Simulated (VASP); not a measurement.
The system is RbBr.

```
Rb Br
1.0
     0.00000    3.26737    3.51373
     3.26737    0.00000    3.51373
     3.26737    3.26737    0.00000
Rb Br
1 1
Direct
  0.00000 0.00000 0.00000
  0.50000 0.50000 0.50000
```

This cell differs from its parent crystal: epitaxial xy strain -5.6%.

Base run:

| Quantity | Value |
| --- | --- |
| Program | VASP 6.6.1 |
| Functional | PBE |
| Potentials or basis | VASP PAW PBE potentials, release 64 (Rb_sv, Br) |
| Cutoff | 520 eV |
| k mesh | 6 × 6 × 6 |
| Occupations | fermi-dirac, width 0.02 eV |
| Spin | no spin polarisation |

Its results: band gap on the k mesh 4.48 eV, direct; pressure 2.7 GPa.

Question: The run is repeated on the same cell with these changes: functional from PBE to r2SCAN; occupations from fermi-dirac, width 0.02 eV to gaussian, width 0.01 eV. What comes out?

Answer: Band gap on the k mesh 5.09 eV, direct; pressure 2.2 GPa.

Caveats: the PAW data sets were made with another functional, which shifts forces and pressure a little (some runs).

